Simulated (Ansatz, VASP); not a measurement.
# Two plane-wave programs on Ge32H20CO

```
Ge H O C
1.0
     8.00162    8.00162    0.00000
    -8.00162    8.00162    0.00000
     0.00000    0.00000   20.91290
Ge H O C
32 20 1 1
Direct
  0.68834 0.30775 0.34160
  0.81982 0.69343 0.34158
  0.04085 0.97326 0.38312
  0.31842 0.19239 0.34123
  0.96289 0.53144 0.38281
  0.18881 0.80989 0.34811
  0.46100 0.02977 0.38112
  0.54513 0.46801 0.38209
  0.87776 0.38391 0.30147
  0.89262 0.88583 0.30489
  0.12769 0.11773 0.30098
  0.39173 0.38531 0.30491
  0.11278 0.61942 0.30528
  0.37444 0.88509 0.29929
  0.61342 0.11547 0.30481
  0.62826 0.61829 0.30148
  0.00115 0.24972 0.23467
  0.00127 0.74787 0.22990
  0.25029 0.00021 0.22717
  0.50078 0.24838 0.22983
  0.25020 0.50087 0.23630
  0.50045 0.74999 0.23487
  0.75134 0.99864 0.23561
  0.75029 0.49952 0.22809
  0.87500 0.12500 0.16446
  0.87500 0.62500 0.16446
  0.12500 0.87500 0.16446
  0.37500 0.12500 0.16446
  0.12500 0.37500 0.16446
  0.37500 0.62500 0.16446
  0.62500 0.87500 0.16446
  0.62500 0.37500 0.16446
  0.95102 0.04898 0.11954
  0.79898 0.20102 0.11954
  0.95102 0.54898 0.11954
  0.79898 0.70102 0.11954
  0.20102 0.79898 0.11954
  0.04898 0.95102 0.11954
  0.45102 0.04898 0.11954
  0.29898 0.20102 0.11954
  0.20102 0.29898 0.11954
  0.04898 0.45102 0.11954
  0.45102 0.54898 0.11954
  0.29898 0.70102 0.11954
  0.70102 0.79898 0.11954
  0.54898 0.95102 0.11954
  0.70102 0.29898 0.11954
  0.54898 0.45102 0.11954
  0.31992 0.85141 0.44705
  0.41710 0.68666 0.40502
  0.29604 0.60068 0.43494
  0.39430 0.67265 0.48999
  0.27143 0.77974 0.44278
  0.35084 0.67883 0.44326
```

Alike in both runs: task single point; functional RPBE; k mesh 1 × 1 × 1; occupations gaussian, width 0.03 eV; no spin polarisation.

|  | VASP | Ansatz |
| --- | --- | --- |
| version | VASP 6.6.1 | Ansatz 0.2.0 |
| potentials or method | VASP PAW PBE potentials, release 64 (Ge_d, H, O, C) | scalar-relativistic, plane waves, PAW |
| plane-wave cutoff (eV) | 520 | 420 |
| valence electrons in the cell | 478 | 478 |

|  | VASP | Ansatz | Ansatz less VASP |
| --- | --- | --- | --- |
| rms of the force components (eV/Å) | 0.149 | 0.144 | -0.0049 |

VASP's potentials were made for PBE, not for RPBE. The functional is the same, so the differences come from potentials, cutoffs and numerics.
